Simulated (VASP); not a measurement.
Set up this calculation in VASP 6.6.1, as the native input.

```
Task                   : electric field gradients
Functional             : PBEsol
Potentials or basis    : VASP PAW PBE potentials, release 64 (Al, Ru_pv)
Cutoff                 : 520 eV
k mesh                 : 12 × 12 × 12
Occupations            : fermi-dirac, width 0.05 eV
Spin                   : no spin polarisation
Dipole correction      : no
Further INCAR settings : ALGO = Normal; EDIFF = 1e-08; NBANDS = 16
```

The structure of AlRu lies in POSCAR:

```
AlRu
1.0
    2.9815945741      0.0000000000      0.0000000000
    0.0000000000      2.9815945741      0.0000000000
    0.0000000000      0.0000000000      2.9815945741
Al Ru
1 1
Direct
    0.0000000000      0.0000000000      0.0000000000
    0.5000000000      0.5000000000      0.5000000000
```

This cell differs from its parent crystal: volume scaled by 0.99.

The input as run:

INCAR

```
SYSTEM = AlRu
  PREC = Accurate
  ENCUT = 520
  EDIFF = 1E-8
  ISMEAR = -1
  SIGMA = 0.05
  LREAL = .False.
  LASPH = .True.
  NELM = 80
  ALGO = Normal
  ISIF = 2
  LWAVE = .False.
  LCHARG = .False.
  GGA = PS
  LEFG = .True.
  NBANDS = 16
```

KPOINTS

```
Automatic mesh
0
Gamma
  12 12 12
  0 0 0
```

Potentials or basis: VASP PAW PBE potentials, release 64 (Al, Ru_pv).

Command:

```bash
$ cat potpaw_PBE.64/Al/POTCAR potpaw_PBE.64/Ru_pv/POTCAR > POTCAR
$ mpirun -np 1 vasp_std > vasp.out
```

It gave:

| Quantity | Value |
| --- | --- |
| Pressure | -1.2 GPa |

Caveat: without QUAD_EFG the Cq values of the log hold for a quadrupole moment of 1 mb, not for the nuclei; the PAW data sets were made with another functional, which shifts forces and pressure a little.

Run time: 41 s on 1 thread of Intel(R) Xeon(R) Platinum 8259CL CPU @ 2.50GHz (Skylake/Cascade Lake), on a shared host, peak memory 0.16 GiB.
